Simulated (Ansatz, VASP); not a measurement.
## Lu2NF3 in VASP and in Ansatz

```
Lu N F
1.0
     3.45288    0.00000    0.00000
     0.00000    3.45288    0.00000
     0.00000    0.00000    7.62107
Lu N F
2 1 3
Direct
  0.00000 0.50000 0.73650
  0.50000 0.00000 0.26350
  0.00000 0.00000 0.00000
  0.50000 0.50000 0.00000
  0.00000 0.50000 0.38350
  0.50000 0.00000 0.61650
```

Change from the starting cell: species swapped into the Zr2CuSb3 type (P-4m2, No. 115).

Alike in both runs: task relaxation of cell and atoms; functional PBE; k mesh 6 × 6 × 2; occupations gaussian, width 0.1 eV; no spin polarisation.

```csv
,VASP,Ansatz
version,VASP 6.6.1,Ansatz 0.2.0
potentials or method,"VASP PAW PBE potentials, release 64 (Lu, N, F), cutoff 600 eV","scalar-relativistic, plane waves, PAW"
valence electrons in the cell,76,76
```

```tsv
	VASP	Ansatz	Ansatz less VASP
gap on the k mesh at the Fermi level, each at its own relaxed structure (eV)	1.51	1.56	+0.051
relaxed volume (Å³/atom)	14.05	14.08	+0.035
relaxed cell length with the largest relative difference (Å)	5.581	5.552	-0.0285
```

Neither program's run includes spin-orbit coupling.
